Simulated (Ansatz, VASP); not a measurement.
# One calculation of CdCoCl4, two programs

```
Cd Co Cl
1.0
     3.55815    0.00000    0.00000
    -1.77907    3.08145    0.00000
     0.00000    0.00000   13.71455
Cd Co Cl
1 1 4
Direct
  0.66667 0.33333 0.50000
  0.66667 0.33333 0.00000
  0.33333 0.66667 0.62194
  0.00000 0.00000 0.89272
  0.00000 0.00000 0.10728
  0.33333 0.66667 0.37806
```

Change from the starting cell: species swapped into the TaWSe4 type (P-6m2, No. 187).

Alike in both runs: functional PBE; k mesh 4 × 4 × 1; occupations gaussian, width 0.15 eV; collinear spin.

Ansatz relaxed the structure, and its values are those at the end. VASP's run is a single point on that final structure, the one shown.

|  | VASP | Ansatz |
| --- | --- | --- |
| version | VASP 6.6.1 | Ansatz 0.2.0 |
| potentials or method | VASP PAW PBE potentials, release 64 (Cd, Co, Cl), cutoff 520 eV | scalar-relativistic, plane waves, PAW |
| valence electrons in the cell | 49 | 65 |

|  | VASP | Ansatz | Ansatz less VASP |
| --- | --- | --- | --- |
| gap on the k mesh at the Fermi level (eV) | none | none | - |
| pressure (GPa) | 0.1 | 0.0 | -0.07 |
| rms of the force components (eV/Å) | 0.019 | 0.011 | -0.0079 |
| net moment per atom (μB) | 0.50 | 0.50 | 0.000 |
| size of the moment on the site where the two differ most (μB) | 2.48 | 2.49 | +0.010 |

Site moments also hang on the region over which each program counts them. A gap of «none» marks a metal or a gap that the smearing closes. The functional is the same, so the differences come from potentials, cutoffs and numerics. VASP's potentials hold 49 valence electrons a cell and Ansatz's 65, so a difference there can come from the potentials and not from the codes.

The k mesh is coarse, so the values compare programs but aren't converged.
